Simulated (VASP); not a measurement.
# TaN (anti NiAs type) (P6_3/mmc) in VASP: further runs

The runs below take TaN (anti NiAs type) through single point, with PBE.

All numbers are computed with VASP 6.6.1; they aren't measurements. Logs are shortened: lines on timing, memory, paths and dates and some standing lists are left out, and cuts for length are marked.

**1. The cell of the first run**

The structure is hexagonal, space group P6_3/mmc (No. 194). The conventional cell has a = 2.678 Å, b = 2.678 Å, c = 5.035 Å, α = 90.00°, β = 90.00°, γ = 120.00°. Within 2.7 Å of N (site symmetry -3m) lie 6 Ta at 1.99 Å and 8 N at 2.52 to 2.68 Å. Within 2.7 Å of Ta (site symmetry -6m2) lie 6 N at 1.99 Å and 6 Ta at 2.68 Å.

**2. Single point, PBE**

Contents of INCAR:

```
PREC = Accurate
ENCUT = 520
EDIFF = 1E-6
ISMEAR = -1
SIGMA = 0.08
LREAL = F
LASPH = T
NELM = 80
ALGO = Normal
ISIF = 2
LWAVE = F
LCHARG = T
GGA = PE
LELF = T
LVHAR = T
NBANDS = 24
```

Contents of KPOINTS:

```
regular mesh
0
Gamma
  13 13 7
```

Contents of POSCAR:

```
TaN
1.0
    2.6783821086      0.0000000000      0.0000000000
   -1.3391910543      2.3195469471      0.0000000000
    0.0000000000      0.0000000000      5.0345752911
N Ta
2 2
Direct
    0.0000000000      0.0000000000      0.0000000000
    0.0000000000      0.0000000000      0.5000000000
    0.3333333333      0.6666666667      0.2500000000
    0.6666666667      0.3333333333      0.7500000000
```

Potentials or basis: VASP PAW PBE potentials, release 64 (N, Ta_pv).

Run with:

```bash
cat potpaw_PBE.64/N/POTCAR potpaw_PBE.64/Ta_pv/POTCAR > POTCAR
mpirun -np 1 vasp_std > vasp.out
```

OUTCAR:

```text
PREC = Accurate
   ENCUT = 520
   EDIFF = 1E-6
   ISMEAR = -1
   LREAL = F
   LASPH = T
   NELM = 80
   ISIF = 2
   GGA = PE

 ion  position               nearest neighbor table
   1  0.000  0.000  0.000-   3 1.99   4 1.99   4 1.99   3 1.99   4 1.99   3 1.99
   2  0.000  0.000  0.500-   3 1.99   4 1.99   4 1.99   3 1.99   4 1.99   3 1.99
   3  0.333  0.667  0.250-   1 1.99   2 1.99   1 1.99   2 1.99   1 1.99   2 1.99   4 2.95   4 2.95
                             4 2.95   4 2.95   4 2.95   4 2.95
   4  0.667  0.333  0.750-   1 1.99   2 1.99   1 1.99   2 1.99   1 1.99   2 1.99   3 2.95   3 2.95
                             3 2.95   3 2.95   3 2.95   3 2.95

  LATTYP: Found a hexagonal cell.
 ALAT       =     2.6783821086
 C/A-ratio  =     1.8797076321

  Lattice vectors:

 A1 = (   2.6783821086,   0.0000000000,   0.0000000000)
 A2 = (  -1.3391910543,   2.3195469471,   0.0000000000)
 A3 = (   0.0000000000,   0.0000000000,   5.0345752911)

Analysis of symmetry for initial positions (statically):
=====================================================================
 Subroutine PRICEL returns:
 Original cell was already a primitive cell.

 Routine SETGRP: Setting up the symmetry group for a
 hexagonal supercell.

 Subroutine GETGRP returns: Found 24 space group operations
 (whereof 12 operations were pure point group operations)
 out of a pool of 24 trial point group operations.

The static configuration has the point symmetry D_3d.
 The point group associated with its full space group is D_6h.

Analysis of symmetry for dynamics (positions and initial velocities):
=====================================================================
 Subroutine PRICEL returns:
 Original cell was already a primitive cell.

 Routine SETGRP: Setting up the symmetry group for a
 hexagonal supercell.

 Subroutine GETGRP returns: Found 24 space group operations
 (whereof 12 operations were pure point group operations)
 out of a pool of 24 trial point group operations.

The dynamic configuration has the point symmetry D_3d.
 The point group associated with its full space group is D_6h.

 Subroutine INISYM returns: Found 24 space group operations
 (whereof 12 operations are pure point group operations),
 and found     1 'primitive' translations

----------------------------------------------------------------------------------------

                                     Primitive cell

  volume of cell :      31.2780

  direct lattice vectors                    reciprocal lattice vectors
     2.678382109  0.000000000  0.000000000     0.373359722  0.215559336  0.000000000
    -1.339191054  2.319546947  0.000000000     0.000000000  0.431118672  0.000000000
     0.000000000  0.000000000  5.034575291     0.000000000  0.000000000  0.198626486

  length of vectors
     2.678382109  2.678382109  5.034575291     0.431118672  0.431118672  0.198626486

  position of ions in fractional coordinates (direct lattice)
     0.000000000  0.000000000  0.000000000
     0.000000000  0.000000000  0.500000000
     0.333333333  0.666666667  0.250000000
     0.666666667  0.333333333  0.750000000

  ion indices of the primitive-cell ions
   primitive index   ion index
                 1           1
                 2           2
                 3           3
                 4           4

----------------------------------------------------------------------------------------

 KPOINTS: regular mesh

Automatic generation of k-mesh.
 Grid dimensions read from file:
 generate k-points for:   13   13    7

 Generating k-lattice:

  Cartesian coordinates                     Fractional coordinates (reciprocal lattice)
     0.028719979  0.016581487  0.000000000     0.076923077  0.000000000  0.000000000
     0.000000000  0.033162975  0.000000000     0.000000000  0.076923077  0.000000000
     0.000000000  0.000000000  0.028375212     0.000000000  0.000000000  0.142857143

  Length of vectors
     0.033162975  0.033162975  0.028375212

  Shift w.r.t. Gamma in fractional coordinates (k-lattice)
     0.000000000  0.000000000  0.000000000

 Subroutine IBZKPT returns following result:
 ===========================================

 Found     84 irreducible k-points:

 Following reciprocal coordinates:
            Coordinates               Weight
  0.000000  0.000000  0.000000      1.000000
  0.076923  0.000000  0.000000      6.000000
  0.153846  0.000000  0.000000      6.000000
  0.230769  0.000000  0.000000      6.000000
  0.307692  0.000000  0.000000      6.000000
  0.384615  0.000000  0.000000      6.000000
[... 16 lines left out ...]
  0.076923  0.000000  0.142857     12.000000
  0.153846  0.000000  0.142857     12.000000
 [... further k-points ...]
   k-points           NKPTS =     84   k-points in BZ     NKDIM =     84   number of bands    NBANDS=     24
   number of dos      NEDOS =    301   number of ions     NIONS =      4
   total plane-waves  NPLWV =  16000
   dimension x,y,z NGX =    20 NGY =   20 NGZ =   40
   dimension x,y,z NGXF=    40 NGYF=   40 NGZF=   80
   ions per type =               2   2
   NGX,Y,Z   is equivalent  to a cutoff of  12.41, 12.41, 13.21 a.u.
   NGXF,Y,Z  is equivalent  to a cutoff of  24.83, 24.83, 26.42 a.u.
 SYSTEM =  unknown system
   PREC   = accura    normal or accurate (medium, high low for compatibility)
   ISTART =      0    job   : 0-new  1-cont  2-samecut
   ICHARG =      2    charge: 1-file 2-atom 10-const
   ISPIN  =      1    spin polarized calculation?
   LNONCOLLINEAR =      F non collinear calculations
   LSORBIT =      F    spin-orbit coupling
   LASPH  =      T    aspherical Exc in radial PAW
   ENCUT  =  520.0 eV  38.22 Ry    6.18 a.u.   4.98  4.98  9.36*2*pi/ulx,y,z
   NELM   =     80;   NELMIN=  2; NELMDL= -5     # of ELM steps
   EDIFF  = 0.1E-05   stopping-criterion for ELM
   LREAL  =      F    real-space projection
   EDIFFG = 0.1E-04   stopping-criterion for IOM
   NSW    =      0    number of steps for IOM
   IBRION =     -1    ionic relax: 0-MD 1-quasi-New 2-CG
   NFREE  =      0    steps in history (QN), initial steepest desc. (CG)
   ISIF   =      2    stress and relaxation
   ISYM   =      2    0-nonsym 1-usesym 2-fastsym
   POTIM  = 0.5000    time-step for ionic-motion
   TEBEG  =    0.0;   TEEND  =   0.0 temperature during run
   PSTRESS=    0.0 pullay stress
   NELECT =      32.0000    total number of electrons
   NUPDOWN=      -1.0000    fix difference up-down
   EMIN   =  10.00;   EMAX   =-10.00  energy-range for DOS
   EFERMI =   0.00;   METHOD = LEGACY
   ISMEAR =    -1;   SIGMA  =   0.08  broadening in eV -4-tet -1-fermi 0-gaus
   EFERMI_NEDOS =   21; number of points for ismear=-14 and -15
   IALGO  =     38    algorithm
   IMIX   =      4    mixing-type and parameters
     AMIX     =   0.40;   BMIX     =  1.00
     AMIX_MAG =   1.60;   BMIX_MAG =  1.00
  volume/ion in A,a.u.               =       7.82        52.77
  Fermi-wavevector in a.u.,A,eV,Ry     =   1.649600  3.117292 37.023903  2.721180
  Thomas-Fermi vector in A             =   2.738692
   LORBIT       =      0    0 simple, 1 ext, 2 COOP (PROOUT), +10 PAW based schemes
   GGA     = PE    functional components
   LHFCALC =     F    Hartree Fock is set to
   AEXX    =    0.0000 exact exchange contribution
   IVDW    =     0    specifies the selected vdW correction
   LEPSILON=     F    determine dielectric tensor
   LRPA    =     F    only Hartree local field effects (RPA)
 non-spin polarized calculation
  energy-cutoff  :      520.00
  volume of cell :       31.28
 maximum number of plane-waves:       860
 NGX is ok and might be reduce to    20
   NGX =  9   NGY =  9   NGZ = 19

 number of electron      32.0000001 magnetization

 Free energy of the ion-electron system (eV)
  ---------------------------------------------------
  ext. energy  EPLUGINS =         0.00000000
  ---------------------------------------------------
  free energy    TOTEN  =       -38.57035252 eV

  energy without entropy =      -38.56164184  energy(sigma->0) =      -38.56599718

 E-fermi :  13.0785     XC(G=0): -15.2205

 val. band max:       13.0322612699   @ k =   0.3846   0.1538   0.1429
 cond. band min:      13.0880618878   @ k =   0.3846   0.0769   0.1429
 fundamental gap:      0.0558006179
 Fermi energy:        13.0784861299

 k-point     1 :       0.0000    0.0000    0.0000
  band No.  band energies     occupation
      1     -24.2617      2.00000
      2     -22.2630      2.00000
      3     -21.5045      2.00000
      4     -21.5045      2.00000
      5     -21.4256      2.00000
      6     -21.4256      2.00000
[... 16 lines left out ...]
     23      18.3497      0.00000
     24      21.0720      0.00000

 k-point     2 :       0.0769    0.0000    0.0000
  band No.  band energies     occupation
      1     -24.2055      2.00000
      2     -22.2551      2.00000
      3     -21.6872      2.00000
      4     -21.5942      2.00000
      5     -21.5562      2.00000
      6     -21.4413      2.00000
[... 16 lines left out ...]
     23      18.3215      0.00000
     24      20.2288      0.00000

 k-point     3 :       0.1538    0.0000    0.0000
  band No.  band energies     occupation
      1     -24.0435      2.00000
      2     -22.2370      2.00000
      3     -22.1825      2.00000
      4     -22.0240      2.00000
      5     -21.6808      2.00000
      6     -21.5013      2.00000
[... 16 lines left out ...]
     23      18.7974      0.00000
     24      18.9410      0.00000
[... 514 lines left out ...]
 k-point    23 :       0.0769    0.0000    0.1429
  band No.  band energies     occupation
      1     -24.1241      2.00000
      2     -22.3765      2.00000
      3     -21.6796      2.00000
      4     -21.5928      2.00000
      5     -21.5506      2.00000
      6     -21.4470      2.00000
[... 16 lines left out ...]
     23      17.9595      0.00000
     24      19.7594      0.00000

 k-point    24 :       0.1538    0.0000    0.1429
  band No.  band energies     occupation
      1     -23.9713      2.00000
      2     -22.3976      2.00000
      3     -22.1400      2.00000
      4     -21.9999      2.00000
      5     -21.6721      2.00000
      6     -21.5103      2.00000
[... 16 lines left out ...]
     23      18.7152      0.00000
     24      19.1869      0.00000

 [... further k-points ...]

------------------------ aborting loop because EDIFF is reached ----------------------------------------

  FORCE on cell =-STRESS in cart. coord.  units (eV):
  Direction    XX          YY          ZZ          XY          YZ          ZX
  --------------------------------------------------------------------------------------
  -------------------------------------------------------------------------------------
  Total       41.8497562     41.8497562     42.0182526      0.0000000     -0.0000000      0.0000000
  in kB     2143.7047621   2143.7047621   2152.3357939      0.0000000     -0.0000000      0.0000000
  external PRESSURE =    2146.5817727 kB  Pullay stress =       0.0000000 kB

 VOLUME and BASIS-vectors are now :
 -----------------------------------------------------------------------------
  energy-cutoff  :      520.00
  volume of cell :       31.28
      direct lattice vectors                 reciprocal lattice vectors
     2.678382109  0.000000000  0.000000000     0.373359722  0.215559336  0.000000000
    -1.339191054  2.319546947  0.000000000     0.000000000  0.431118672  0.000000000
     0.000000000  0.000000000  5.034575291     0.000000000  0.000000000  0.198626486

 POSITION                                       TOTAL-FORCE (eV/Angst)
 -----------------------------------------------------------------------------------
      0.00000      0.00000      0.00000        -0.000000     -0.000000      0.000000
      0.00000      0.00000      2.51729        -0.000000     -0.000000      0.000000
     -0.00000      1.54636      1.25864         0.000000     -0.000000      0.000000
      1.33919      0.77318      3.77593        -0.000000      0.000000      0.000000
 -----------------------------------------------------------------------------------
    total drift:                                0.000000      0.000000      0.000000

  FREE ENERGIE OF THE ION-ELECTRON SYSTEM (eV)
  ---------------------------------------------------
  free  energy   TOTEN  =       -38.5703525236 eV

  energy  without entropy=      -38.5616418359  energy(sigma->0) =      -38.56599718
```

It took 71 s on 1 thread of Intel Xeon 8259CL, shared host; peak memory 0.18 GiB.

What came out:

| Property | Result |
| --- | --- |
| Free energy | -38.5704 eV |
| Pressure | 214.7 GPa |
| Band gap on the k mesh | zero (bands 16 and 17 overlap by 2.70 eV) |

Levels at points of the mesh, in eV from the Fermi level:
```
           k point  band 14  band 15  band 16  band 17  band 18  band 19
(0.00, 0.00, 0.00)    -4.88    -4.05    -1.79    -1.79     0.50     0.50
```

Caveat: the cell stands under pressure; spin-orbit coupling is left out, which moves the levels of the heavy elements.

**3. Single point, PBE**

Contents of INCAR:

```
  PREC = Accurate
  ENCUT = 520
  EDIFF = 1E-7
  ISMEAR = -1
  SIGMA = 0.08
  LREAL = F
  LASPH = T
  NELM = 80
  ALGO = Normal
  ISIF = 2
  LWAVE = F
  LCHARG = F
  GGA = PE
  NBANDS = 24
```

KPOINTS is that of step 2.

Edit POSCAR of step 2 so:

```diff
@@ -4,3 +4,3 @@
    -1.3391910543      2.3195469471      0.0000000000
-    0.0000000000      0.0000000000      5.0345752911
+    0.0000000000      0.0000000000      5.0345752912
 N Ta
```

Potentials or basis: VASP PAW PBE potentials, release 64 (N, Ta_pv).

Run with:

```bash
cat potpaw_PBE.64/N/POTCAR potpaw_PBE.64/Ta_pv/POTCAR > POTCAR
mpirun -np 1 vasp_std > vasp.out
```

OUTCAR:

```text
PREC = Accurate
   ENCUT = 520
   EDIFF = 1E-7
   ISMEAR = -1
   LREAL = F
   LASPH = T
   NELM = 80
   ISIF = 2
   GGA = PE

 ion  position               nearest neighbor table
   1  0.000  0.000  0.000-   3 1.99   4 1.99   4 1.99   3 1.99   4 1.99   3 1.99
   2  0.000  0.000  0.500-   3 1.99   4 1.99   4 1.99   3 1.99   4 1.99   3 1.99
   3  0.333  0.667  0.250-   1 1.99   2 1.99   1 1.99   2 1.99   1 1.99   2 1.99   4 2.95   4 2.95
                             4 2.95   4 2.95   4 2.95   4 2.95
   4  0.667  0.333  0.750-   1 1.99   2 1.99   1 1.99   2 1.99   1 1.99   2 1.99   3 2.95   3 2.95
                             3 2.95   3 2.95   3 2.95   3 2.95
[... 853 lines left out ...]
  -------------------------------------------------------------------------------------
  Total       41.8495606     41.8495606     42.0181181     -0.0000000      0.0000000      0.0000000
  in kB     2143.6947424   2143.6947424   2152.3289010     -0.0000000      0.0000000      0.0000000
  external PRESSURE =    2146.5727952 kB  Pullay stress =       0.0000000 kB

 VOLUME and BASIS-vectors are now :
 -----------------------------------------------------------------------------
  energy-cutoff  :      520.00
  volume of cell :       31.28
      direct lattice vectors                 reciprocal lattice vectors
     2.678382109  0.000000000  0.000000000     0.373359722  0.215559336  0.000000000
    -1.339191054  2.319546947  0.000000000     0.000000000  0.431118672  0.000000000
     0.000000000  0.000000000  5.034575291     0.000000000  0.000000000  0.198626486

 POSITION                                       TOTAL-FORCE (eV/Angst)
 -----------------------------------------------------------------------------------
      0.00000      0.00000      0.00000        -0.000000      0.000000      0.000000
      0.00000      0.00000      2.51729        -0.000000      0.000000      0.000000
     -0.00000      1.54636      1.25864        -0.000000     -0.000000      0.000000
      1.33919      0.77318      3.77593         0.000000      0.000000     -0.000000
 -----------------------------------------------------------------------------------
    total drift:                                0.000000     -0.000000      0.000000

  FREE ENERGIE OF THE ION-ELECTRON SYSTEM (eV)
  ---------------------------------------------------
  free  energy   TOTEN  =       -38.5703525095 eV

  energy  without entropy=      -38.5616418021  energy(sigma->0) =      -38.56599716
```

OSZICAR:

```text
N       E                     dE             d eps       ncg     rms          rms(c)
DAV:   1     0.277719807397E+03    0.27772E+03   -0.17684E+04  4032   0.150E+03
DAV:   2    -0.314940262945E+02   -0.30921E+03   -0.29354E+03  4896   0.437E+02
DAV:   3    -0.441940501199E+02   -0.12700E+02   -0.12572E+02  4992   0.861E+01
DAV:   4    -0.443018729521E+02   -0.10782E+00   -0.10773E+00  4416   0.818E+00
DAV:   5    -0.443028767807E+02   -0.10038E-02   -0.10038E-02  4936   0.660E-01    0.648E+01
DAV:   6    -0.387154521395E+02    0.55874E+01   -0.14300E+01  4720   0.331E+01    0.297E+01
DAV:   7    -0.386021185731E+02    0.11333E+00   -0.79835E-01  4272   0.716E+00    0.130E+01
DAV:   8    -0.385739322868E+02    0.28186E-01   -0.55685E-02  4848   0.153E+00    0.176E+00
DAV:   9    -0.385704110844E+02    0.35212E-02   -0.91413E-03  4608   0.728E-01    0.337E-01
DAV:  10    -0.385703742272E+02    0.36857E-04   -0.66675E-04  4824   0.236E-01    0.118E-01
DAV:  11    -0.385703556077E+02    0.18620E-04   -0.29026E-05  4744   0.466E-02    0.139E-02
DAV:  12    -0.385703537479E+02    0.18598E-05   -0.25012E-06  4576   0.130E-02    0.998E-03
DAV:  13    -0.385703525285E+02    0.12194E-05   -0.89900E-08  2512   0.265E-03    0.958E-04
DAV:  14    -0.385703525095E+02    0.18981E-07   -0.18673E-08  2112   0.119E-03
   1 F= -.38570353E+02 E0= -.38565997E+02  d E =-.871071E-02
```

It took 72 s on 1 thread of Intel Xeon 8259CL, shared host; peak memory 0.18 GiB.

Results:

* Free energy: -38.5704 eV
* Pressure: 214.7 GPa
* Band gap on the k mesh: zero (bands 16 and 17 overlap by 2.70 eV)

Levels at points of the mesh, in eV from the Fermi level:
| k point | band 14 | band 15 | band 16 | band 17 | band 18 | band 19 |
| --- | --- | --- | --- | --- | --- | --- |
| (0.00, 0.00, 0.00) | -4.88 | -4.05 | -1.79 | -1.79 | 0.50 | 0.50 |

Caveat: the cell stands under pressure; spin-orbit coupling is left out, which moves the levels of the heavy elements.
